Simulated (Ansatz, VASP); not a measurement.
## Two plane-wave programs on Ni

File POSCAR:

```
Ni
1.0
    1.3821097241     -4.3843359827      0.0000000000
    1.3821097241      4.3843359827      0.0000000000
    0.0000000000      0.0000000000      3.6577888770
Ni
4
Direct
    0.0980000000      0.9020000000      0.9100000000
    0.5980000000      0.4020000000      0.5900000000
    0.9020000000      0.0980000000      0.0900000000
    0.4020000000      0.5980000000      0.4100000000
```

The input INCAR.step1:

```
  PREC = Accurate
  ENCUT = 520
  ISMEAR = 0
  SIGMA = 0.1
  LREAL = F
  LASPH = T
  NELM = 150
  ISPIN = 2
  MAGMOM = 2 2 2 2
  LMAXMIX = 4
  NBANDS = 32
  GGA = PE
  ALGO = Normal
  EDIFF = 1E-4
  LWAVE = T
  LCHARG = F
```

The input INCAR.step2:

```
  PREC = Accurate
  ENCUT = 520
  EDIFF = 1E-6
  ISMEAR = 0
  SIGMA = 0.1
  LREAL = F
  LASPH = T
  NELM = 150
  ALGO = Normal
  ISIF = 2
  LWAVE = F
  LCHARG = F
  ISPIN = 2
  MAGMOM = 2 2 2 2
  LORBIT = 11
  LMAXMIX = 4
  METAGGA = R2SCAN
  LMIXTAU = T
  NBANDS = 32
  ISTART = 1
```

The input KPOINTS:

```
regular mesh
0
Gamma
  6 6 6
```

Input for Ansatz:

```yaml
crystal:
  lattice:
    - [1.3821097241, -4.3843359827, 0.0]
    - [1.3821097241, 4.3843359827, 0.0]
    - [0.0, 0.0, 3.657788877]
  atoms:
    - { symbol: Ni, position: [0.098, 0.902, 0.91], spin: 2.0 }
    - { symbol: Ni, position: [0.598, 0.402, 0.59], spin: 2.0 }
    - { symbol: Ni, position: [0.902, 0.098, 0.09], spin: 2.0 }
    - { symbol: Ni, position: [0.402, 0.598, 0.41], spin: 2.0 }
basis:
  ecutwfc: 500
kpoints:
  mp_grid: { grid: [6, 6, 6] }
hamiltonian:
  xc: r2scan
scf:
  occupations: { method: gaussian, width: 0.1 }
  lower_state_search: "off"
output:
  forces: true
  stress: true
  eigenvalues: true
  populations: true
magnetization:
  spin_polarized: true
```

Alike in both runs: task single point; functional r2SCAN; k mesh 6 × 6 × 6; occupations gaussian, width 0.1 eV; collinear spin.

|  | VASP | Ansatz |
| --- | --- | --- |
| version | VASP 6.6.1 | Ansatz 0.2.0 |
| potentials or method | VASP PAW PBE potentials, release 64 (Ni), cutoff 520 eV | scalar-relativistic, plane waves, PAW |
| valence electrons in the cell | 40 | 72 |

VASP gave:

| Quantity | Value |
| --- | --- |
| gap on the k mesh at the Fermi level (eV) | none |
| rms of the force components (eV/Å) | 6.953 |
| net moment per atom (μB) | 0.84 |
| size of the moment on the site where the two differ most (μB) | 0.80 |

Task: What did Ansatz give for the same quantities?

Result: gap on the k mesh at the Fermi level (eV): none; rms of the force components (eV/Å): 7.244; net moment per atom (μB): 0.85; size of the moment on the site where the two differ most (μB): 0.85.

VASP's potentials were made for PBE, not for r2SCAN. Site moments also hang on the region over which each program counts them. Atom by atom the forces differ by 0.306 eV/Å (rms over components). A gap of «none» marks a metal or a gap that the smearing closes. VASP's potentials hold 40 valence electrons a cell and Ansatz's 72, so a difference there can come from the potentials and not from the codes. Ansatz's warnings: stability check not made.

The k mesh is coarse, so the values compare programs but aren't converged.
